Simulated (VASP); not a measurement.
A run of VASP 6.6.1 is set up as follows.

File POSCAR:

```
TaCuN2
1.0
    1.5766991006      0.9103076502      5.8481935751
   -1.5766991006      0.9103076502      5.8481935751
    0.0000000000     -1.8206153004      5.8481935751
Ta Cu N
1 1 2
Direct
    0.5000000000      0.5000000000      0.5000000000
    0.0000000000      0.0000000000      0.0000000000
    0.1059450000      0.1059450000      0.1059450000
    0.8940550000      0.8940550000      0.8940550000
```

Contents of INCAR.step1:

```
ALGO = Normal
EDIFF = 1E-4
ENCUT = 520
GGA = PE
ISMEAR = -1
LASPH = T
LCHARG = F
LREAL = F
LWAVE = T
NBANDS = 24
NELM = 100
PREC = Accurate
SIGMA = 0.01
```

Contents of INCAR.step2:

```
ALGO = Normal
EDIFF = 1E-8
ENCUT = 520
ISIF = 2
ISMEAR = -1
ISTART = 1
LASPH = T
LCHARG = F
LEFG = T
LMIXTAU = T
LREAL = F
LWAVE = F
METAGGA = R2SCAN
NBANDS = 24
NELM = 100
PREC = Accurate
SIGMA = 0.01
```

File KPOINTS:

```
k-points
0
Gamma
  11 11 11
```

Potentials or basis: VASP PAW PBE potentials, release 64 (Ta_pv, Cu, N).

Launch:

```console
$ cat potpaw_PBE.64/Ta_pv/POTCAR potpaw_PBE.64/Cu/POTCAR potpaw_PBE.64/N/POTCAR > POTCAR
$ cp INCAR.step1 INCAR
$ mpirun -np 1 vasp_std > vasp.out
$ cp INCAR.step2 INCAR
$ mpirun -np 1 vasp_std > vasp.out
```

Problem. Estimate the largest force.

Solution. 0.174 eV/Å.

Problem. Estimate the pressure.

Solution. -3.2 GPa.

Forces in eV/Å, atoms in the order of the input:
```
Ta   0.000  0.000  0.000
Cu   0.000  0.000  0.000
N    0.000  0.000  0.174
N    0.000  0.000 -0.174
```

Caveat: the cell stands under tension; without QUAD_EFG the Cq values of the log hold for a quadrupole moment of 1 mb, not for the nuclei; the PAW data sets were made with another functional, which shifts forces and pressure a little.
